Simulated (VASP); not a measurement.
Write the native input for VASP 6.6.1 that does the following.

| Property | Result |
| --- | --- |
| Task | single point |
| Functional | PBE |
| Potentials or basis | VASP PAW PBE potentials, release 64 (H, Pb_d) |
| Cutoff | 520 eV |
| k mesh | 4 × 4 × 4 |
| Occupations | gaussian, width 0.1 eV |
| Spin | no spin polarisation |
| Dipole correction | no |
| Further INCAR settings | ALGO = Normal; EDIFF = 1e-07; NBANDS = 36 |

The structure of HPb4 lies in POSCAR:

```
HPb4
1.0
   -3.1537922300      3.1537922300      3.1537922300
    3.1537922300     -3.1537922300      3.1537922300
    3.1537922300      3.1537922300     -3.1537922300
H Pb
1 4
Direct
    0.0000000000      0.0000000000      0.0000000000
    0.5000000000      0.5000000000      0.5000000000
    0.5000000000      0.0000000000      0.0000000000
    0.0000000000      0.0000000000      0.5000000000
    0.0000000000      0.5000000000      0.0000000000
```

One way to write it, as run:

INCAR

```
SYSTEM = HPb4
PREC = Accurate ; ENCUT = 520
EDIFF = 1E-7 ; ISMEAR = 0
SIGMA = 0.1 ; LREAL = .FALSE.
LASPH = .TRUE. ; NELM = 60
ALGO = Normal ; ISIF = 2
LWAVE = .FALSE. ; LCHARG = .TRUE.
GGA = PE ; LELF = .TRUE.
LVHAR = .TRUE. ; NBANDS = 36
```

KPOINTS

```
Automatic mesh
0
G
  4 4 4
  0 0 0
```

Potentials or basis: VASP PAW PBE potentials, release 64 (H, Pb_d).

The run is started by

```console
$ cat potpaw_PBE.64/H/POTCAR potpaw_PBE.64/Pb_d/POTCAR > POTCAR
$ mpirun -np 1 vasp_std > vasp.out
```

It gave:

```
Pressure : 5.1 GPa
```

It took 37 s on 1 thread of Intel(R) Xeon(R) Platinum 8488C (Sapphire Rapids), on a shared host, peak memory 0.25 GiB.
